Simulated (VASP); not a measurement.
# CaGe2N3 (P1) in VASP: single point with PBE

Aim: the single point of CaGe2N3 with PBE.

All numbers are computed with VASP 6.6.1; they aren't measurements. Logs are shortened: lines on timing, memory, paths and dates and some standing lists are left out, and cuts for length are marked.

**1. The cell of the first run**

The typed cell holds 12 atoms: a = 5.227 Å, b = 5.475 Å, c = 6.294 Å, α = 65.54°, β = 87.25°, γ = 89.19°.

**2. Single point, PBE**

Input file INCAR:

```
SYSTEM = CaGe2N3
PREC     = Accurate       ! precision mode
ENCUT    = 600            ! plane-wave cutoff, eV
EDIFF    = 1E-6           ! SCF threshold, eV
ISMEAR   = 0              ! smearing method
SIGMA    = 0.1            ! smearing width, eV
LREAL    = .False.        ! projectors in reciprocal space
LASPH    = .True.         ! aspherical terms in the spheres
NELM     = 120            ! most SCF steps
ALGO     = Normal         ! electronic algorithm
ISIF     = 2              ! what is computed and relaxed
LWAVE    = .False.        ! write WAVECAR
LCHARG   = .False.        ! write CHGCAR
GGA      = PE             ! functional
NBANDS   = 65             ! bands
GGA_COMPAT= .False.
```

Input file KPOINTS:

```
Automatic mesh
0
Gamma
  4 4 4
  0 0 0
```

Input file POSCAR:

```
CaGe2N3
1.0
    5.2266947309      0.0000000000      0.0000000000
    0.0778608546      5.4742660867      0.0000000000
    0.3015681545      2.6020679782      5.7227242021
Ca Ge N
2 4 6
Direct
    0.5276878872      0.0097661818      0.7997884031
    0.0286280266      0.9693856845      0.1732282839
    0.5115127033      0.7196547649      0.4829045107
    0.9987971943      0.6422396661      0.8421813495
    0.9947812208      0.3358288178      0.4909730583
    0.5056022268      0.3343588195      0.1823543025
    0.6650846500      0.5516871809      0.9104784301
    0.6369693200      0.3877824821      0.4416367657
    0.4864792130      0.9995746931      0.1695887841
    0.1330887542      0.6005468284      0.5719020736
    0.1501640744      0.4358921224      0.1718295107
    0.0492047294      0.0132827586      0.7631345277
```

Potentials or basis: VASP PAW PBE potentials, release 64 (Ca_sv, Ge_d, N).

Command:

```
> cat potpaw_PBE.64/Ca_sv/POTCAR potpaw_PBE.64/Ge_d/POTCAR potpaw_PBE.64/N/POTCAR > POTCAR
> mpirun -np 1 vasp_std > vasp.out
```

OUTCAR:

```text
SYSTEM = CaGe2N3
   PREC = Accurate
   ENCUT = 600
   EDIFF = 1E-6
   ISMEAR = 0
   LREAL = .False.
   LASPH = .True.
   NELM = 120
   ISIF = 2
   GGA = PE

 ion  position               nearest neighbor table
   1  0.528  0.010  0.800-   9 2.30   8 2.40   7 2.42   3 3.03
   2  0.029  0.969  0.173-   9 2.40
   3  0.512  0.720  0.483-   9 1.94   8 2.03  10 2.07   1 3.03
   4  0.999  0.642  0.842-   7 1.80  12 1.90  10 1.91  11 2.10
   5  0.995  0.336  0.491-  10 1.89   8 1.91  12 1.91  11 1.98
   6  0.506  0.334  0.182-   7 1.80   9 1.87  11 1.93   8 1.93
   7  0.665  0.552  0.910-   6 1.80   4 1.80   1 2.42
   8  0.637  0.388  0.442-   5 1.91   6 1.93   3 2.03   1 2.40
   9  0.486  1.000  0.170-   6 1.87   3 1.94   1 2.30   2 2.40
  10  0.133  0.601  0.572-   5 1.89   4 1.91   3 2.07
  11  0.150  0.436  0.172-   6 1.93   5 1.98   4 2.10
  12  0.049  0.013  0.763-   4 1.90   5 1.91

  LATTYP: Found a triclinic cell.
 ALAT       =     6.2937487564
 B/A-ratio  =     0.8698821610
 C/A-ratio  =     0.8304581154
 COS(alpha) =     0.0142216288
 COS(beta)  =     0.0479155057
 COS(gamma) =     0.4140765251

  Lattice vectors:

 A1 = (  -0.3015681545,  -2.6020679782,  -5.7227242021)
 A2 = (  -0.0778608546,  -5.4742660867,   0.0000000000)
 A3 = (  -5.2266947309,   0.0000000000,   0.0000000000)

Analysis of symmetry for initial positions (statically):
=====================================================================
 Subroutine PRICEL returns:
 Original cell was already a primitive cell.

 Routine SETGRP: Setting up the symmetry group for a
 triclinic supercell.

 Subroutine GETGRP returns: Found  1 space group operations
 (whereof  1 operations were pure point group operations)
 out of a pool of  2 trial point group operations.

The static configuration has the point symmetry C_1 .

Analysis of symmetry for dynamics (positions and initial velocities):
=====================================================================
 Subroutine PRICEL returns:
 Original cell was already a primitive cell.

 Routine SETGRP: Setting up the symmetry group for a
 triclinic supercell.

 Subroutine GETGRP returns: Found  1 space group operations
 (whereof  1 operations were pure point group operations)
 out of a pool of  2 trial point group operations.

The dynamic configuration has the point symmetry C_1 .

 Subroutine INISYM returns: Found  1 space group operations
 (whereof  1 operations are pure point group operations),
 and found     1 'primitive' translations

----------------------------------------------------------------------------------------

                                     Primitive cell

  volume of cell :     163.7404

  direct lattice vectors                    reciprocal lattice vectors
     5.226694731  0.000000000  0.000000000     0.191325503 -0.002721235 -0.008844885
     0.077860855  5.474266087  0.000000000     0.000000000  0.182672889 -0.083059616
     0.301568155  2.602067978  5.722724202     0.000000000  0.000000000  0.174741952

  length of vectors
     5.226694731  5.474819769  6.293748756     0.191549172  0.200669589  0.174741952

  position of ions in fractional coordinates (direct lattice)
     0.527687887  0.009766182  0.799788403
     0.028628027  0.969385684  0.173228284
     0.511512703  0.719654765  0.482904511
     0.998797194  0.642239666  0.842181350
     0.994781221  0.335828818  0.490973058
     0.505602227  0.334358819  0.182354303
     0.665084650  0.551687181  0.910478430
     0.636969320  0.387782482  0.441636766
     0.486479213  0.999574693  0.169588784
     0.133088754  0.600546828  0.571902074
     0.150164074  0.435892122  0.171829511
     0.049204729  0.013282759  0.763134528

  ion indices of the primitive-cell ions
   primitive index   ion index
                 1           1
                 2           2
                 3           3
                 4           4
                 5           5
                 6           6
                 7           7
                 8           8
                 9           9
                10          10
                11          11
                12          12

----------------------------------------------------------------------------------------

 KPOINTS: Automatic mesh

Automatic generation of k-mesh.
 Grid dimensions read from file:
 generate k-points for:    4    4    4

 Generating k-lattice:

  Cartesian coordinates                     Fractional coordinates (reciprocal lattice)
     0.047831376 -0.000680309 -0.002211221     0.250000000 -0.000000000 -0.000000000
     0.000000000  0.045668222 -0.020764904     0.000000000  0.250000000  0.000000000
     0.000000000  0.000000000  0.043685488     0.000000000  0.000000000  0.250000000

  Length of vectors
     0.047887293  0.050167397  0.043685488

  Shift w.r.t. Gamma in fractional coordinates (k-lattice)
     0.000000000  0.000000000  0.000000000

 Subroutine IBZKPT returns following result:
 ===========================================

 Found     36 irreducible k-points:

 Following reciprocal coordinates:
            Coordinates               Weight
  0.000000  0.000000  0.000000      1.000000
  0.250000  0.000000  0.000000      2.000000
  0.500000  0.000000  0.000000      1.000000
  0.000000  0.250000 -0.000000      2.000000
  0.250000  0.250000  0.000000      2.000000
  0.500000  0.250000 -0.000000      2.000000
[... 16 lines left out ...]
  0.000000 -0.250000  0.250000      2.000000
  0.250000 -0.250000  0.250000      2.000000
 [... further k-points ...]
   k-points           NKPTS =     36   k-points in BZ     NKDIM =     36   number of bands    NBANDS=     65
   number of dos      NEDOS =    301   number of ions     NIONS =     12
   total plane-waves  NPLWV = 100800
   dimension x,y,z NGX =    42 NGY =   48 NGZ =   50
   dimension x,y,z NGXF=    84 NGYF=   96 NGZF=  100
   ions per type =               2   4   6
   NGX,Y,Z   is equivalent  to a cutoff of  13.36, 14.58, 13.21 a.u.
   NGXF,Y,Z  is equivalent  to a cutoff of  26.72, 29.15, 26.41 a.u.
 SYSTEM =  CaGe2N3
   PREC   = accura    normal or accurate (medium, high low for compatibility)
   ISTART =      0    job   : 0-new  1-cont  2-samecut
   ICHARG =      2    charge: 1-file 2-atom 10-const
   ISPIN  =      1    spin polarized calculation?
   LNONCOLLINEAR =      F non collinear calculations
   LSORBIT =      F    spin-orbit coupling
   LASPH  =      T    aspherical Exc in radial PAW
   ENCUT  =  600.0 eV  44.10 Ry    6.64 a.u.  10.44 10.93 12.57*2*pi/ulx,y,z
   NELM   =    120;   NELMIN=  2; NELMDL= -5     # of ELM steps
   EDIFF  = 0.1E-05   stopping-criterion for ELM
   LREAL  =      F    real-space projection
   EDIFFG = 0.1E-04   stopping-criterion for IOM
   NSW    =      0    number of steps for IOM
   IBRION =     -1    ionic relax: 0-MD 1-quasi-New 2-CG
   NFREE  =      0    steps in history (QN), initial steepest desc. (CG)
   ISIF   =      2    stress and relaxation
   ISYM   =      2    0-nonsym 1-usesym 2-fastsym
   POTIM  = 0.5000    time-step for ionic-motion
   TEBEG  =    0.0;   TEEND  =   0.0 temperature during run
   PSTRESS=    0.0 pullay stress
   NELECT =     106.0000    total number of electrons
   NUPDOWN=      -1.0000    fix difference up-down
   EMIN   =  10.00;   EMAX   =-10.00  energy-range for DOS
   EFERMI =   0.00;   METHOD = LEGACY
   ISMEAR =     0;   SIGMA  =   0.10  broadening in eV -4-tet -1-fermi 0-gaus
   EFERMI_NEDOS =   21; number of points for ismear=-14 and -15
   IALGO  =     38    algorithm
   IMIX   =      4    mixing-type and parameters
     AMIX     =   0.40;   BMIX     =  1.00
     AMIX_MAG =   1.60;   BMIX_MAG =  1.00
  volume/ion in A,a.u.               =      13.65        92.08
  Fermi-wavevector in a.u.,A,eV,Ry     =   1.416201  2.676231 27.288181  2.005625
  Thomas-Fermi vector in A             =   2.537560
   LORBIT       =      0    0 simple, 1 ext, 2 COOP (PROOUT), +10 PAW based schemes
   GGA     = PE    functional components
   LHFCALC =     F    Hartree Fock is set to
   AEXX    =    0.0000 exact exchange contribution
   IVDW    =     0    specifies the selected vdW correction
   LEPSILON=     F    determine dielectric tensor
   LRPA    =     F    only Hartree local field effects (RPA)
 non-spin polarized calculation
 Gauss-broadening in eV      SIGMA  =   0.10
  energy-cutoff  :      600.00
  volume of cell :      163.74
 maximum number of plane-waves:      5486
 NGX is ok and might be reduce to    42
   NGX = 21   NGY = 21   NGZ = 25

 number of electron     106.0000012 magnetization

 Free energy of the ion-electron system (eV)
  ---------------------------------------------------
  ext. energy  EPLUGINS =         0.00000000
  ---------------------------------------------------
  free energy    TOTEN  =       -75.24778831 eV

  energy without entropy =      -75.24606788  energy(sigma->0) =      -75.24692810

 E-fermi :   6.2517     XC(G=0): -10.7945

 val. band max:        6.2182256789   @ k =   0.5000   0.5000   0.5000
 cond. band min:       6.2813566839   @ k =   0.0000   0.0000   0.0000
 fundamental gap:      0.0631310049
 Fermi energy:         6.2517052119

 k-point     1 :       0.0000    0.0000    0.0000
  band No.  band energies     occupation
      1     -34.9567      2.00000
      2     -33.9174      2.00000
      3     -19.8805      2.00000
      4     -19.8417      2.00000
      5     -19.8324      2.00000
      6     -19.7880      2.00000
[... 57 lines left out ...]
     64      10.9945      0.00000
     65      11.1441      0.00000

 k-point     2 :       0.2500    0.0000    0.0000
  band No.  band energies     occupation
      1     -34.9566      2.00000
      2     -33.9173      2.00000
      3     -19.8804      2.00000
      4     -19.8412      2.00000
      5     -19.8324      2.00000
      6     -19.7879      2.00000
[... 57 lines left out ...]
     64      10.9763      0.00000
     65      11.2533      0.00000

 k-point     3 :       0.5000    0.0000    0.0000
  band No.  band energies     occupation
      1     -34.9564      2.00000
      2     -33.9173      2.00000
      3     -19.8804      2.00000
      4     -19.8407      2.00000
      5     -19.8324      2.00000
      6     -19.7879      2.00000
[... 1417 lines left out ...]
     64      10.7738      0.00000
     65      11.0844      0.00000

 k-point    24 :       0.2500   -0.2500    0.2500
  band No.  band energies     occupation
      1     -34.9565      2.00000
      2     -33.9173      2.00000
      3     -19.8806      2.00000
      4     -19.8412      2.00000
      5     -19.8325      2.00000
      6     -19.7879      2.00000
[... 57 lines left out ...]
     64      10.7974      0.00000
     65      11.1524      0.00000

 [... further k-points ...]

------------------------ aborting loop because EDIFF is reached ----------------------------------------

  FORCE on cell =-STRESS in cart. coord.  units (eV):
  Direction    XX          YY          ZZ          XY          YZ          ZX
  --------------------------------------------------------------------------------------
  -------------------------------------------------------------------------------------
  Total       -0.1497873     -0.1350634     -0.1063277     -0.0308215      0.0135498      0.0700589
  in kB       -1.4656481     -1.3215769     -1.0404023     -0.3015842      0.1325833      0.6855165
  external PRESSURE =      -1.2758758 kB  Pullay stress =       0.0000000 kB

 VOLUME and BASIS-vectors are now :
 -----------------------------------------------------------------------------
  energy-cutoff  :      600.00
  volume of cell :      163.74
      direct lattice vectors                 reciprocal lattice vectors
     5.226694731  0.000000000  0.000000000     0.191325503 -0.002721235 -0.008844885
     0.077860855  5.474266087  0.000000000     0.000000000  0.182672889 -0.083059616
     0.301568155  2.602067978  5.722724202     0.000000000  0.000000000  0.174741952

 POSITION                                       TOTAL-FORCE (eV/Angst)
 -----------------------------------------------------------------------------------
      3.00001      2.13457      4.57697        -0.010229     -0.000633     -0.010300
      0.27735      5.75743      0.99134        -0.025991     -0.004979      0.001142
      2.87518      5.19613      2.76353         0.026884      0.027236      0.003350
      5.52439      5.70720      4.81957        -0.060558     -0.003268     -0.013455
      5.37363      3.11596      2.80970        -0.010290      0.013801      0.016262
      2.72365      2.30487      1.04356         0.021982      0.000115     -0.045338
      3.79372      5.38921      5.21042         0.041203     -0.027823      0.051550
      3.49262      3.27199      2.52737         0.007320      0.000433     -0.031163
      2.67165      5.91322      0.97051         0.003796      0.026258      0.031336
      0.91484      4.77568      3.27284        -0.011666     -0.025146      0.022951
      0.87062      2.83330      0.98333         0.026404      0.003784      0.008012
      0.48835      2.05844      4.36721        -0.008854     -0.009778     -0.034348
 -----------------------------------------------------------------------------------
    total drift:                               -0.000133     -0.000236     -0.002519

  FREE ENERGIE OF THE ION-ELECTRON SYSTEM (eV)
  ---------------------------------------------------
  free  energy   TOTEN  =       -75.2477883149 eV

  energy  without entropy=      -75.2460678806  energy(sigma->0) =      -75.24692810
```

Wall time 19 min (1 thread of Intel Xeon 8259CL, shared host); peak memory 0.54 GiB.

What came out:

- Free energy: -75.2478 eV
- Pressure: -0.1 GPa
- Largest force: 0.072 eV/Å
- Band gap on the k mesh: 0.06 eV, indirect (least direct gap 0.93 eV)

Forces on the atoms (eV/Å):
```
Ca  -0.010 -0.001 -0.010
Ca  -0.026 -0.005  0.001
Ge   0.027  0.027  0.003
Ge  -0.061 -0.003 -0.013
Ge  -0.010  0.014  0.016
Ge   0.022  0.000 -0.045
N    0.041 -0.028  0.052
N    0.007  0.000 -0.031
N    0.004  0.026  0.031
N   -0.012 -0.025  0.023
N    0.026  0.004  0.008
N   -0.009 -0.010 -0.034
```

A k mesh can miss the band edges.
